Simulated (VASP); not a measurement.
Cs2Cd: single point with PBE

Crystal: Cs2Cd.

```
Cs Cd
1.0
     0.00000    4.78359    4.78359
     4.78359    0.00000    4.78359
     4.78359    4.78359    0.00000
Cs Cd
2 1
Cartesian
  2.3918 2.3918 2.3918
  7.1754 7.1754 7.1754
  4.7836 4.7836 4.7836
```

```json
{
  "Program": "VASP 6.6.1",
  "Task": "single point",
  "Functional": "PBE",
  "Potentials or basis": "VASP PAW PBE potentials, release 64 (Cs_sv, Cd)",
  "Cutoff": "520 eV",
  "k mesh": "10 × 10 × 10",
  "Occupations": "gaussian, width 0.1 eV",
  "Spin": "no spin polarisation",
  "Dipole correction": "no",
  "Further INCAR settings": "ALGO = Fast; EDIFF = 1e-07; NBANDS = 22"
}
```

- Pressure: 0.0 GPa
- Band gap on the k mesh: zero (band 15 reaches 1.04 eV, above the bottom of band 16 at 0.78 eV)

Levels at points of the mesh, in eV from the Fermi level:
| k point | band 11 | band 12 | band 13 | band 14 | band 15 | band 16 | band 17 | band 18 | band 19 | band 20 |
| --- | --- | --- | --- | --- | --- | --- | --- | --- | --- | --- |
| (0.00, 0.00, 0.00) | -8.91 | -8.91 | -8.91 | -3.77 | 0.29 | 0.29 | 0.29 | 0.92 | 1.67 | 1.67 |
| (0.50, 0.00, 0.00) | -8.92 | -8.91 | -8.91 | -3.36 | -0.44 | 0.71 | 0.71 | 2.10 | 2.16 | 2.16 |
| (0.50, 0.50, 0.00) | -8.92 | -8.92 | -8.92 | -3.26 | -0.61 | 0.74 | 0.99 | 0.99 | 1.61 | 2.17 |

Run time: 9.7 min on 1 thread of AMD EPYC 7571, with other jobs on the host, peak memory 0.44 GiB.

Caveat: spin-orbit coupling is left out, which moves the levels of the heavy elements.
